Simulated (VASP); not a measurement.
# YHfF3 (Pm-3m) in VASP: a series of runs

YHfF3 is run at these levels: PBE; tasks: single point, relaxation of cell and atoms.

Program: VASP 6.6.1. These are calculated values, not measurements. Logs are shortened: lines on timing, memory, paths and dates and some standing lists are left out, and cuts for length are marked.

### Step 1. The cell of the first run

It takes space group Pm-3m (No. 221, cubic). The conventional cell has a = 4.038 Å, b = 4.038 Å, c = 4.038 Å, α = 90.00°, β = 90.00°, γ = 90.00°. Within 3.8 Å of Y (site symmetry m-3m) lie 12 F at 2.86 Å and 8 Hf at 3.50 Å. Hf (site symmetry m-3m) has 6 F at 2.02 Å within 2.7 Å. Within 2.7 Å of F (site symmetry 4/mmm) lie 2 Hf at 2.02 Å.

### Step 2. Single point, PBE

INCAR

```
ALGO     = Normal         # electronic algorithm
EDIFF    = 1E-6           # SCF threshold, eV
ENCUT    = 520            # plane-wave cutoff, eV
GGA      = PE             # functional
ISIF     = 2              # what is computed and relaxed
ISMEAR   = 0              # smearing method
LASPH    = True           # aspherical terms in the spheres
LCHARG   = False          # write CHGCAR
LREAL    = False          # projectors in reciprocal space
LWAVE    = False          # write WAVECAR
NBANDS   = 29             # bands
NELM     = 80             # most SCF steps
PREC     = Accurate       # precision mode
SIGMA    = 0.1            # smearing width, eV
```

KPOINTS

```
k-points
0
Gamma
  4 4 4
```

POSCAR

```
YHfF3
1.0
    4.0382074100      0.0000000000      0.0000000000
    0.0000000000      4.0382074100      0.0000000000
    0.0000000000      0.0000000000      4.0382074100
Y Hf F
1 1 3
Direct
    0.5000000000      0.5000000000      0.5000000000
    0.0000000000      0.0000000000      0.0000000000
    0.5000000000      0.0000000000      0.0000000000
    0.0000000000      0.5000000000      0.0000000000
    0.0000000000      0.0000000000      0.5000000000
```

Potentials or basis: VASP PAW PBE potentials, release 64 (Y_sv, Hf_pv, F).

Command:

```
$ cat potpaw_PBE.64/Y_sv/POTCAR potpaw_PBE.64/Hf_pv/POTCAR potpaw_PBE.64/F/POTCAR > POTCAR
$ mpirun -np 1 vasp_std > vasp.out
```

OUTCAR:

```text
EDIFF = 1E-6
   ENCUT = 520
   GGA = PE
   ISIF = 2
   ISMEAR = 0
   LASPH = True
   LREAL = False
   NELM = 80
   PREC = Accurate

 ion  position               nearest neighbor table
   1  0.500  0.500  0.500-   3 2.86   4 2.86   5 2.86   3 2.86   4 2.86   3 2.86   5 2.86   3 2.86
                             4 2.86   5 2.86   4 2.86   5 2.86   2 3.50   2 3.50   2 3.50   2 3.50
   2  0.000  0.000  0.000-   3 2.02   4 2.02   5 2.02   5 2.02   4 2.02   3 2.02   1 3.50   1 3.50
                             1 3.50   1 3.50   1 3.50   1 3.50   1 3.50   1 3.50
   3  0.500  0.000  0.000-   2 2.02   2 2.02   1 2.86   1 2.86   1 2.86   1 2.86
   4  0.000  0.500  0.000-   2 2.02   2 2.02   1 2.86   1 2.86   1 2.86   1 2.86
   5  0.000  0.000  0.500-   2 2.02   2 2.02   1 2.86   1 2.86   1 2.86   1 2.86

  LATTYP: Found a simple cubic cell.
 ALAT       =     4.0382074100

  Lattice vectors:

 A1 = (   4.0382074100,   0.0000000000,   0.0000000000)
 A2 = (   0.0000000000,   4.0382074100,   0.0000000000)
 A3 = (   0.0000000000,   0.0000000000,   4.0382074100)

Analysis of symmetry for initial positions (statically):
=====================================================================
 Subroutine PRICEL returns:
 Original cell was already a primitive cell.

 Routine SETGRP: Setting up the symmetry group for a
 simple cubic supercell.

 Subroutine GETGRP returns: Found 48 space group operations
 (whereof 48 operations were pure point group operations)
 out of a pool of 48 trial point group operations.

The static configuration has the point symmetry O_h .

Analysis of symmetry for dynamics (positions and initial velocities):
=====================================================================
 Subroutine PRICEL returns:
 Original cell was already a primitive cell.

 Routine SETGRP: Setting up the symmetry group for a
 simple cubic supercell.

 Subroutine GETGRP returns: Found 48 space group operations
 (whereof 48 operations were pure point group operations)
 out of a pool of 48 trial point group operations.

The dynamic configuration has the point symmetry O_h .

 Subroutine INISYM returns: Found 48 space group operations
 (whereof 48 operations are pure point group operations),
 and found     1 'primitive' translations

----------------------------------------------------------------------------------------

                                     Primitive cell

  volume of cell :      65.8515
[... 80 lines left out ...]
   EDIFF  = 0.1E-05   stopping-criterion for ELM
   LREAL  =      F    real-space projection
   EDIFFG = 0.1E-04   stopping-criterion for IOM
   NSW    =      0    number of steps for IOM
   IBRION =     -1    ionic relax: 0-MD 1-quasi-New 2-CG
   NFREE  =      0    steps in history (QN), initial steepest desc. (CG)
   ISIF   =      2    stress and relaxation
   ISYM   =      2    0-nonsym 1-usesym 2-fastsym
   POTIM  = 0.5000    time-step for ionic-motion
   TEBEG  =    0.0;   TEEND  =   0.0 temperature during run
   PSTRESS=    0.0 pullay stress
   NELECT =      42.0000    total number of electrons
   NUPDOWN=      -1.0000    fix difference up-down
   EMIN   =  10.00;   EMAX   =-10.00  energy-range for DOS
   EFERMI =   0.00;   METHOD = LEGACY
   ISMEAR =     0;   SIGMA  =   0.10  broadening in eV -4-tet -1-fermi 0-gaus
   EFERMI_NEDOS =   21; number of points for ismear=-14 and -15
   IALGO  =     38    algorithm
   IMIX   =      4    mixing-type and parameters
     AMIX     =   0.40;   BMIX     =  1.00
     AMIX_MAG =   1.60;   BMIX_MAG =  1.00
  volume/ion in A,a.u.               =      13.17        88.88
  Fermi-wavevector in a.u.,A,eV,Ry     =   1.409189  2.662981 27.018643  1.985814
  Thomas-Fermi vector in A             =   2.531270
   LORBIT       =      0    0 simple, 1 ext, 2 COOP (PROOUT), +10 PAW based schemes
   GGA     = PE    functional components
   LHFCALC =     F    Hartree Fock is set to
   AEXX    =    0.0000 exact exchange contribution
   IVDW    =     0    specifies the selected vdW correction
   LEPSILON=     F    determine dielectric tensor
   LRPA    =     F    only Hartree local field effects (RPA)
 non-spin polarized calculation
 Gauss-broadening in eV      SIGMA  =   0.10
  energy-cutoff  :      520.00
  volume of cell :       65.85
 maximum number of plane-waves:      1800
   NGX = 15   NGY = 15   NGZ = 15

 number of electron      41.9999957 magnetization

 Free energy of the ion-electron system (eV)
  ---------------------------------------------------
  ext. energy  EPLUGINS =         0.00000000
  ---------------------------------------------------
  free energy    TOTEN  =       -29.16093699 eV

  energy without entropy =      -29.11953096  energy(sigma->0) =      -29.14023397

 E-fermi :   7.5413     XC(G=0): -11.2087

 val. band max:        7.5231612865   @ k =   0.5000   0.2500   0.0000
 cond. band min:       7.5553157134   @ k =   0.5000   0.5000   0.0000
 fundamental gap:      0.0321544269
 Fermi energy:         7.5412653243

 k-point     1 :       0.0000    0.0000    0.0000
  band No.  band energies     occupation
      1     -36.3540      2.00000
      2     -25.4431      2.00000
      3     -25.4431      2.00000
      4     -25.4431      2.00000
      5     -21.5687      2.00000
      6     -21.2836      2.00000
[... 309 lines left out ...]
     28      10.2675      0.00000
     29      13.9656      0.00000

------------------------ aborting loop because EDIFF is reached ----------------------------------------

  FORCE on cell =-STRESS in cart. coord.  units (eV):
  Direction    XX          YY          ZZ          XY          YZ          ZX
  --------------------------------------------------------------------------------------
  -------------------------------------------------------------------------------------
  Total       13.5758134     13.5758134     13.5758134     -0.0000000      0.0000000     -0.0000000
  in kB      330.3015245    330.3015245    330.3015245     -0.0000000      0.0000000     -0.0000000
  external PRESSURE =     330.3015245 kB  Pullay stress =       0.0000000 kB

 VOLUME and BASIS-vectors are now :
 -----------------------------------------------------------------------------
  energy-cutoff  :      520.00
  volume of cell :       65.85
      direct lattice vectors                 reciprocal lattice vectors
     4.038207410  0.000000000  0.000000000     0.247634631  0.000000000  0.000000000
     0.000000000  4.038207410  0.000000000     0.000000000  0.247634631  0.000000000
     0.000000000  0.000000000  4.038207410     0.000000000  0.000000000  0.247634631

 POSITION                                       TOTAL-FORCE (eV/Angst)
 -----------------------------------------------------------------------------------
      2.01910      2.01910      2.01910         0.000000      0.000000      0.000000
      0.00000      0.00000      0.00000         0.000000      0.000000      0.000000
      2.01910      0.00000      0.00000         0.000000      0.000000      0.000000
      0.00000      2.01910      0.00000         0.000000      0.000000      0.000000
      0.00000      0.00000      2.01910         0.000000      0.000000      0.000000
 -----------------------------------------------------------------------------------
    total drift:                                0.000000     -0.000000      0.000000

  FREE ENERGIE OF THE ION-ELECTRON SYSTEM (eV)
  ---------------------------------------------------
  free  energy   TOTEN  =       -29.1609369868 eV

  energy  without entropy=      -29.1195309605  energy(sigma->0) =      -29.14023397
```

OSZICAR:

```text
N       E                     dE             d eps       ncg     rms          rms(c)
DAV:   1     0.270210977622E+03    0.27021E+03   -0.24041E+04   580   0.146E+03
DAV:   2    -0.142553982407E+02   -0.28447E+03   -0.27791E+03   677   0.370E+02
DAV:   3    -0.304036063431E+02   -0.16148E+02   -0.15557E+02   841   0.755E+01
DAV:   4    -0.312334869700E+02   -0.82988E+00   -0.82350E+00   865   0.104E+01
DAV:   5    -0.312421736384E+02   -0.86867E-02   -0.86852E-02   700   0.108E+00    0.561E+01
DAV:   6    -0.292118054219E+02    0.20304E+01   -0.99076E+00   636   0.212E+01    0.405E+01
DAV:   7    -0.292621699948E+02   -0.50365E-01   -0.13231E+00   746   0.595E+00    0.141E+01
DAV:   8    -0.292883422013E+02   -0.26172E-01   -0.10567E+00   637   0.415E+00    0.250E+00
DAV:   9    -0.291637460750E+02    0.12460E+00   -0.35426E-01   637   0.210E+00    0.820E-01
DAV:  10    -0.291612432154E+02    0.25029E-02   -0.79981E-03   706   0.542E-01    0.320E-01
DAV:  11    -0.291609409171E+02    0.30230E-03   -0.76398E-04   735   0.173E-01    0.753E-02
DAV:  12    -0.291609398826E+02    0.10345E-05   -0.48204E-05   727   0.431E-02    0.316E-02
DAV:  13    -0.291609368315E+02    0.30512E-05   -0.70908E-06   738   0.181E-02    0.176E-02
DAV:  14    -0.291609369868E+02   -0.15531E-06   -0.76309E-07   385   0.581E-03
   1 F= -.29160937E+02 E0= -.29140234E+02  d E =-.414060E-01
```

stdout:

```text
POSCAR found type information on POSCAR Y HfF
 POSCAR found :  3 types and       5 ions
 scaLAPACK will be used
 LDA part: xc-table for (Slater+PW92), standard interpolation
 POSCAR, INCAR and KPOINTS ok, starting setup
 FFT: planning ... GRIDC
 FFT: planning ... GRID_SOFT
 FFT: planning ... GRID
 WAVECAR not read
 entering main loop
```

Run time: 13 s. Hardware: 1 thread of Intel Xeon 6975P-C (Granite Rapids), shared host; peak memory 0.18 GiB.

What came out:

```yaml
Free_energy: -29.1609 eV
Pressure: 33.0 GPa
Band_gap_on_the_k_mesh: zero (band 21 reaches 7.81 eV, above the bottom of band 22 at 6.28 eV)
```

Caveat: the k points lie up to 0.39 Å⁻¹ apart; spin-orbit coupling is left out, which moves the levels of the heavy elements.

(Part 1 of 2 ends here.)
